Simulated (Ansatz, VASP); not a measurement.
This is a calculation of InAs for VASP 6.6.1.

INCAR

```
SYSTEM = InAs
PREC = Accurate ; ENCUT = 600
EDIFF = 1E-6 ; ISMEAR = -1
SIGMA = 0.05 ; LREAL = .FALSE.
LASPH = .TRUE. ; NELM = 80
ALGO = Normal ; ISIF = 3
LWAVE = .FALSE. ; LCHARG = .FALSE.
GGA = PS ; IBRION = 2
NSW = 80 ; EDIFFG = -0.005
```

The input KPOINTS:

```
regular mesh
0
G
  8 8 8
  0 0 0
```

File POSCAR:

```
InAs
1.0
    0.0000000000      3.0180000000      3.0180000000
    3.0180000000      0.0000000000      3.0180000000
    3.0180000000      3.0180000000      0.0000000000
In As
1 1
Direct
    0.0000000000      0.0000000000      0.0000000000
    0.7500000000      0.7500000000      0.7500000000
```

Potentials or basis: VASP PAW PBE potentials, release 64 (In_d, As).

Command:

```bash
$ cat potpaw_PBE.64/In_d/POTCAR potpaw_PBE.64/As/POTCAR > POTCAR
$ mpirun -np 1 vasp_std > vasp.out
```

Problem. Translate it to Ansatz 0.2.0. Potentials there: all-electron LAPW, scalar-relativistic.

Solution. As run (the cutoff follows the program's own potentials):

Contents of input.yaml:

```yaml
crystal:
  lattice:
    - [0.0, 3.018, 3.018]
    - [3.018, 0.0, 3.018]
    - [3.018, 3.018, 0.0]
  atoms:
    - { symbol: In, position: [0.0, 0.0, 0.0] }
    - { symbol: As, position: [0.75, 0.75, 0.75] }
kpoints:
  mp_grid: { grid: [8, 8, 8] }
scf:
  occupations: { method: fermi_dirac, width: 0.05 }
hamiltonian:
  xc: pbesol
  pseudopotentials: { kind: all_electron, lapw: { basis_error: 0.001 } }
output:
  forces: true
  stress: true
relax:
  f_tol: 0.005
  max_steps: 60
  cell: {}
```

Potentials or basis: all-electron LAPW, scalar-relativistic.

Launch:

```console
$ ansatz run input.yaml --threads 1 --pin off --max-ram 3072MiB --backend cpu --events-out ev --progress --plain --runs-dir out
```

Both were run:

|  | VASP | Ansatz | Ansatz less VASP |
| --- | --- | --- | --- |
| relaxed volume (Å³/atom) | 28.25 | 28.22 | -0.036 |
| relaxed cell length with the largest relative difference (Å) | 4.307 | 4.305 | -0.0018 |

VASP's potentials were made for PBE, not for PBEsol. Ansatz ran all-electron here, and VASP with PAW potentials.
